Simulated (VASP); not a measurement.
Crystal: AlN.

```
CELL_PARAMETERS angstrom
0.00000 2.21273 2.21273
2.21273 0.00000 2.21273
2.21273 2.21273 0.00000
ATOMIC_POSITIONS crystal
Al 0.00000 0.00000 0.00000
N 0.25000 0.25000 0.25000
```

Base run:

- Program: VASP 6.6.1
- Functional: r2SCAN
- Potentials or basis: VASP PAW PBE potentials, release 64 (Al, N)
- Cutoff: 520 eV
- k mesh: 10 × 10 × 10
- Occupations: fermi-dirac, width 0.05 eV
- Spin: no spin polarisation

Its results: band gap on the k mesh 3.90 eV (least direct gap 4.53 eV); pressure -7.8 GPa.

The run is repeated on the same cell with these changes: functional from r2SCAN to BHLYP; k mesh from 10 × 10 × 10 to 5 × 5 × 5. What comes out?

Band gap on the k mesh 8.33 eV (least direct gap 8.40 eV); pressure -10.3 GPa.

Several settings changed at once.

Caveats: some runs use coarse meshes; the PAW data sets were made with another functional, which shifts forces and pressure a little; the cell stands under tension (at least some runs); an odd mesh through Γ misses points on the zone boundary, where band edges can lie (at least some runs).
